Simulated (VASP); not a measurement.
# SiNi (rocksalt type) (Fm-3m) in VASP: a series of runs, part 2 of 2

VASP 6.6.1. Earlier steps stand in the parts before.

### 3 Single point, LDA (11.76 Å³/atom)

This run uses another cell than the first one, of 11.76 Å³/atom.

File POSCAR:

```
SiNi
1.0
    0.0000000000      2.2739878112      2.2739878112
    2.2739878112      0.0000000000      2.2739878112
    2.2739878112      2.2739878112      0.0000000000
Ni Si
1 1
Direct
    0.0000000000      0.0000000000      0.0000000000
    0.5000000000      0.5000000000      0.5000000000
```

File INCAR.step1:

```
SYSTEM = SiNi
PREC = Accurate
ENCUT = 520
EDIFF = 1E-7
ISMEAR = -1
SIGMA = 0.08
LREAL = .False.
LASPH = .True.
NELM = 80
ALGO = Normal
ISIF = 2
LWAVE = .False.
LCHARG = .True.
LMAXMIX = 4
GGA = CA
NBANDS = 14
```

File KPOINTS.step1:

```
regular mesh
0
Gamma
  16 16 16
  0 0 0
```

File INCAR.step2:

```
SYSTEM = SiNi
PREC = Accurate
ENCUT = 520
EDIFF = 1E-7
ISMEAR = -5
SIGMA = 0.08
LREAL = .False.
LASPH = .True.
NELM = 80
ALGO = Normal
ISIF = 2
LWAVE = .False.
LCHARG = .False.
LMAXMIX = 4
GGA = CA
LORBIT = 11
NEDOS = 1001
ICHARG = 11
```

File KPOINTS.step2:

```
regular mesh
0
Gamma
  24 24 24
  0 0 0
```

Potentials or basis: VASP PAW LDA potentials, release 64 (Ni, Si).

The run is started by

```
$ cat potpaw_LDA.64/Ni/POTCAR potpaw_LDA.64/Si/POTCAR > POTCAR
$ cp INCAR.step1 INCAR
$ cp KPOINTS.step1 KPOINTS
$ mpirun -np 1 vasp_std > vasp.out
$ cp INCAR.step2 INCAR
$ cp KPOINTS.step2 KPOINTS
$ mpirun -np 1 vasp_std > vasp.out
```

OUTCAR:

```text
SYSTEM = SiNi
   PREC = Accurate
   ENCUT = 520
   EDIFF = 1E-7
   ISMEAR = -5
   LREAL = .False.
   LASPH = .True.
   NELM = 80
   ISIF = 2
   GGA = CA
   LORBIT = 11
   ICHARG = 11

 ion  position               nearest neighbor table
   1  0.000  0.000  0.000-   2 2.27   2 2.27   2 2.27   2 2.27   2 2.27   2 2.27
   2  0.500  0.500  0.500-   1 2.27   1 2.27   1 2.27   1 2.27   1 2.27   1 2.27

  LATTYP: Found a face centered cubic cell.
 ALAT       =     4.5479756224

  Lattice vectors:

 A1 = (   0.0000000000,   2.2739878112,   2.2739878112)
 A2 = (   2.2739878112,   0.0000000000,   2.2739878112)
 A3 = (   2.2739878112,   2.2739878112,   0.0000000000)

Analysis of symmetry for initial positions (statically):
=====================================================================
 Subroutine PRICEL returns:
 Original cell was already a primitive cell.

 Routine SETGRP: Setting up the symmetry group for a
 face centered cubic supercell.

 Subroutine GETGRP returns: Found 48 space group operations
 (whereof 48 operations were pure point group operations)
 out of a pool of 48 trial point group operations.

The static configuration has the point symmetry O_h .

Analysis of symmetry for dynamics (positions and initial velocities):
=====================================================================
 Subroutine PRICEL returns:
 Original cell was already a primitive cell.

 Routine SETGRP: Setting up the symmetry group for a
 face centered cubic supercell.

 Subroutine GETGRP returns: Found 48 space group operations
 (whereof 48 operations were pure point group operations)
 out of a pool of 48 trial point group operations.

The dynamic configuration has the point symmetry O_h .

 Subroutine INISYM returns: Found 48 space group operations
 (whereof 48 operations are pure point group operations),
 and found     1 'primitive' translations

----------------------------------------------------------------------------------------

                                     Primitive cell

  volume of cell :      23.5177

[... 120 lines left out ...]
   LRPA    =     F    only Hartree local field effects (RPA)
 non-spin polarized calculation
 Fermi weights with tetrahedron method with Bloechl corrections
  energy-cutoff  :      520.00
  volume of cell :       23.52
 maximum number of plane-waves:       648

 number of electron      13.9999993 magnetization

 Free energy of the ion-electron system (eV)
  ---------------------------------------------------
  ext. energy  EPLUGINS =         0.00000000
  ---------------------------------------------------
  free energy    TOTEN  =       -12.59230559 eV

  energy without entropy =      -12.59230559  energy(sigma->0) =      -12.59230559

 E-fermi :  10.6360     XC(G=0): -12.5442

 val. band max:       10.7022303923   @ k =   0.4583   0.3333   0.1250
 cond. band min:      10.5432146899   @ k =  -0.2500   0.2917   0.0417
 fundamental gap:     -0.1590157024
 Fermi energy:        10.6360174068

 k-point     1 :       0.0000    0.0000    0.0000
  band No.  band energies     occupation
      1      -2.3470      2.00000
      2       7.6163      2.00000
      3       7.6163      2.00000
      4       7.6163      2.00000
      5       7.6232      2.00000
      6       7.6232      2.00000
      7      15.1461      0.00000
      8      15.1461      0.00000
      9      15.1461      0.00000
     10      21.2212      0.00000
     11      21.2212      0.00000
[... 309 lines left out ...]
 k-point    24 :       0.4583    0.0417    0.0000
  band No.  band energies     occupation
      1       1.6178      2.00000
      2       3.8624      2.00000
      3       6.7042      2.00000
      4       6.7493      2.00000
      5       8.4822      2.00000
      6       8.5102      2.00000
      7       9.3321      2.00000
      8      15.9010      0.00000
      9      16.5458      0.00000
     10      17.1685      0.00000
     11      18.3075      0.00000

 [... further k-points ...]
[... 5 lines left out ...]
  --------------------------------------------------------------------------------------
  -------------------------------------------------------------------------------------
  Total        1.7714187      1.7714187      1.7714187      0.0000000      0.0000000     -0.0000000
  in kB      120.6805877    120.6805877    120.6805877      0.0000000      0.0000000     -0.0000000
  external PRESSURE =     120.6805877 kB  Pullay stress =       0.0000000 kB

 VOLUME and BASIS-vectors are now :
 -----------------------------------------------------------------------------
  energy-cutoff  :      520.00
  volume of cell :       23.52
      direct lattice vectors                 reciprocal lattice vectors
     0.000000000  2.273987811  2.273987811    -0.219878048  0.219878048  0.219878048
     2.273987811  0.000000000  2.273987811     0.219878048 -0.219878048  0.219878048
     2.273987811  2.273987811  0.000000000     0.219878048  0.219878048 -0.219878048

 POSITION                                       TOTAL-FORCE (eV/Angst)
 -----------------------------------------------------------------------------------
      0.00000      0.00000      0.00000         0.000000      0.000000     -0.000000
      2.27399      2.27399      2.27399        -0.000000     -0.000000      0.000000
 -----------------------------------------------------------------------------------
    total drift:                                0.000000     -0.000000     -0.000000

  FREE ENERGIE OF THE ION-ELECTRON SYSTEM (eV)
  ---------------------------------------------------
  free  energy   TOTEN  =       -12.5923055879 eV

  energy  without entropy=      -12.5923055879  energy(sigma->0) =      -12.59230559

 total charge

# of ion       s       p       d       tot
------------------------------------------
    1        0.625   0.558   8.561   9.744
    2        0.801   0.870   0.000   1.671
--------------------------------------------------
tot          1.426   1.428   8.561  11.415
```

It took 3.3 min on 1 thread of Intel Xeon 8259CL, shared host; peak memory 0.2 GiB.

Results:

| Item | Value |
| --- | --- |
| Valence electrons inside the program's atomic spheres | Ni 9.74; Si 1.67 |

Levels at points of the mesh, in eV from the Fermi level:
| k point | band 5 | band 6 | band 7 | band 8 | band 9 | band 10 |
| --- | --- | --- | --- | --- | --- | --- |
| (0.00, 0.00, 0.00) | -3.01 | -3.01 | 4.51 | 4.51 | 4.51 | 10.59 |
| (0.50, 0.00, 0.00) | -2.11 | -2.11 | -1.37 | 6.36 | 6.36 | 6.48 |
| (0.50, 0.50, 0.00) | -1.88 | -1.88 | -0.81 | -0.22 | -0.22 | 4.47 |

Caveat: tetrahedron occupations give inexact forces and stress in metals. Spin polarisation is off, so any magnetic state and its effect on volume and gap are missing.

### 4 Single point, LDA (12.51 Å³/atom)

This run uses another cell than the first one, of 12.51 Å³/atom.

File POSCAR:

```
SiNi
1.0
    0.0000000000      2.3213761312      2.3213761312
    2.3213761312      0.0000000000      2.3213761312
    2.3213761312      2.3213761312      0.0000000000
Ni Si
1 1
Direct
    0.0000000000      0.0000000000      0.0000000000
    0.5000000000      0.5000000000      0.5000000000
```

File INCAR.step1:

```
ALGO     = Normal         # electronic algorithm
EDIFF    = 1E-7           # SCF threshold, eV
ENCUT    = 520            # plane-wave cutoff, eV
ISIF     = 2              # what is computed and relaxed
ISMEAR   = -1             # smearing method
LASPH    = True           # aspherical terms in the spheres
LCHARG   = True           # write CHGCAR
LMAXMIX  = 4              # l up to which the mixer works
LREAL    = False          # projectors in reciprocal space
LWAVE    = False          # write WAVECAR
NBANDS   = 14             # bands
NELM     = 100            # most SCF steps
PREC     = Accurate       # precision mode
SIGMA    = 0.08           # smearing width, eV
```

File KPOINTS.step1:

```
k-points
0
Gamma
  16 16 16
```

File INCAR.step2:

```
ALGO     = Normal         # electronic algorithm
EDIFF    = 1E-7           # SCF threshold, eV
ENCUT    = 520            # plane-wave cutoff, eV
ICHARG   = 11             # starting density
ISIF     = 2              # what is computed and relaxed
ISMEAR   = -5             # smearing method
LASPH    = True           # aspherical terms in the spheres
LCHARG   = False          # write CHGCAR
LMAXMIX  = 4              # l up to which the mixer works
LORBIT   = 11             # projections on sites
LREAL    = False          # projectors in reciprocal space
LWAVE    = False          # write WAVECAR
NBANDS   = 14             # bands
NEDOS    = 1001           # points of the DOS
NELM     = 100            # most SCF steps
PREC     = Accurate       # precision mode
SIGMA    = 0.08           # smearing width, eV
```

File KPOINTS.step2:

```
k-points
0
Gamma
  24 24 24
```

Potentials or basis: VASP PAW LDA potentials, release 64 (Ni, Si).

The run is started by

```
$ cat potpaw_LDA.64/Ni/POTCAR potpaw_LDA.64/Si/POTCAR > POTCAR
$ cp INCAR.step1 INCAR
$ cp KPOINTS.step1 KPOINTS
$ mpirun -np 1 vasp_std > vasp.out
$ cp INCAR.step2 INCAR
$ cp KPOINTS.step2 KPOINTS
$ mpirun -np 1 vasp_std > vasp.out
```

OUTCAR:

```text
EDIFF = 1E-7
   ENCUT = 520
   ICHARG = 11
   ISIF = 2
   ISMEAR = -5
   LASPH = True
   LORBIT = 11
   LREAL = False
   NELM = 100
   PREC = Accurate

 ion  position               nearest neighbor table
   1  0.000  0.000  0.000-   2 2.32   2 2.32   2 2.32   2 2.32   2 2.32   2 2.32
   2  0.500  0.500  0.500-   1 2.32   1 2.32   1 2.32   1 2.32   1 2.32   1 2.32

  LATTYP: Found a face centered cubic cell.
 ALAT       =     4.6427522624

  Lattice vectors:

 A1 = (   0.0000000000,   2.3213761312,   2.3213761312)
 A2 = (   2.3213761312,   0.0000000000,   2.3213761312)
 A3 = (   2.3213761312,   2.3213761312,   0.0000000000)

Analysis of symmetry for initial positions (statically):
=====================================================================
 Subroutine PRICEL returns:
 Original cell was already a primitive cell.

 Routine SETGRP: Setting up the symmetry group for a
 face centered cubic supercell.

 Subroutine GETGRP returns: Found 48 space group operations
 (whereof 48 operations were pure point group operations)
 out of a pool of 48 trial point group operations.

The static configuration has the point symmetry O_h .

Analysis of symmetry for dynamics (positions and initial velocities):
=====================================================================
 Subroutine PRICEL returns:
 Original cell was already a primitive cell.

 Routine SETGRP: Setting up the symmetry group for a
 face centered cubic supercell.

 Subroutine GETGRP returns: Found 48 space group operations
 (whereof 48 operations were pure point group operations)
 out of a pool of 48 trial point group operations.

The dynamic configuration has the point symmetry O_h .

 Subroutine INISYM returns: Found 48 space group operations
 (whereof 48 operations are pure point group operations),
 and found     1 'primitive' translations

----------------------------------------------------------------------------------------

                                     Primitive cell

  volume of cell :      25.0188

  direct lattice vectors                    reciprocal lattice vectors
[... 122 lines left out ...]
  energy-cutoff  :      520.00
  volume of cell :       25.02
 maximum number of plane-waves:       692

 number of electron      14.0000000 magnetization

 Free energy of the ion-electron system (eV)
  ---------------------------------------------------
  ext. energy  EPLUGINS =         0.00000000
  ---------------------------------------------------
  free energy    TOTEN  =       -12.64729909 eV

  energy without entropy =      -12.64729909  energy(sigma->0) =      -12.64729909

 E-fermi :   9.7141     XC(G=0): -12.2399

 val. band max:        9.7752205575   @ k =   0.4583   0.3750   0.0833
 cond. band min:       9.6340323241   @ k =  -0.2083   0.3333   0.1250
 fundamental gap:     -0.1411882335
 Fermi energy:         9.7141258002

 k-point     1 :       0.0000    0.0000    0.0000
  band No.  band energies     occupation
      1      -2.7314      2.00000
      2       6.9730      2.00000
      3       6.9730      2.00000
      4       6.9865      2.00000
      5       6.9865      2.00000
      6       6.9865      2.00000
      7      13.9581      0.00000
      8      13.9581      0.00000
      9      13.9581      0.00000
     10      20.0846      0.00000
     11      20.0846      0.00000
     12      20.0846      0.00000
     13      21.8433      0.00000
     14      23.0613      0.00000
[... 377 lines left out ...]
      1       1.0306      2.00000
      2       3.3177      2.00000
      3       6.0953      2.00000
      4       6.1374      2.00000
      5       7.7594      2.00000
      6       7.7849      2.00000
      7       8.5097      2.00000
      8      14.7705      0.00000
      9      15.3179      0.00000
     10      16.1370      0.00000
     11      17.1208      0.00000
     12      17.1581      0.00000
     13      23.5151      0.00000
     14      24.8986      0.00000

 [... further k-points ...]
[... 5 lines left out ...]
  --------------------------------------------------------------------------------------
  -------------------------------------------------------------------------------------
  Total        0.0074931      0.0074931      0.0074931     -0.0000000     -0.0000000      0.0000000
  in kB        0.4798499      0.4798499      0.4798499     -0.0000000     -0.0000000      0.0000000
  external PRESSURE =       0.4798499 kB  Pullay stress =       0.0000000 kB

 VOLUME and BASIS-vectors are now :
 -----------------------------------------------------------------------------
  energy-cutoff  :      520.00
  volume of cell :       25.02
      direct lattice vectors                 reciprocal lattice vectors
     0.000000000  2.321376131  2.321376131    -0.215389481  0.215389481  0.215389481
     2.321376131  0.000000000  2.321376131     0.215389481 -0.215389481  0.215389481
     2.321376131  2.321376131  0.000000000     0.215389481  0.215389481 -0.215389481

 POSITION                                       TOTAL-FORCE (eV/Angst)
 -----------------------------------------------------------------------------------
      0.00000      0.00000      0.00000         0.000000      0.000000      0.000000
      2.32138      2.32138      2.32138         0.000000      0.000000      0.000000
 -----------------------------------------------------------------------------------
    total drift:                                0.000000     -0.000000     -0.000000

  FREE ENERGIE OF THE ION-ELECTRON SYSTEM (eV)
  ---------------------------------------------------
  free  energy   TOTEN  =       -12.6472990923 eV

  energy  without entropy=      -12.6472990923  energy(sigma->0) =      -12.64729909

 total charge

# of ion       s       p       d       tot
------------------------------------------
    1        0.593   0.502   8.520   9.614
    2        0.801   0.832   0.000   1.632
--------------------------------------------------
tot          1.393   1.333   8.520  11.247
```

OUTCAR.step1:

```text
EDIFF = 1E-7
   ENCUT = 520
   ISIF = 2
   ISMEAR = -1
   LASPH = True
[... 628 lines left out ...]
      0.00000      0.00000      0.00000         0.000000      0.000000      0.000000
      2.32138      2.32138      2.32138         0.000000      0.000000     -0.000000
 -----------------------------------------------------------------------------------
    total drift:                                0.000000     -0.000000     -0.000000

  FREE ENERGIE OF THE ION-ELECTRON SYSTEM (eV)
  ---------------------------------------------------
  free  energy   TOTEN  =       -12.6578653756 eV

  energy  without entropy=      -12.6326956441  energy(sigma->0) =      -12.64528051
```

Wall time 4 min (1 thread of Intel Xeon 8259CL, shared host); peak memory 0.22 GiB.

Results:

```
Valence electrons inside the program's atomic spheres : Ni 9.61; Si 1.63
```

Caveat: tetrahedron occupations give inexact forces and stress in metals. Spin polarisation is off, so any magnetic state and its effect on volume and gap are missing.
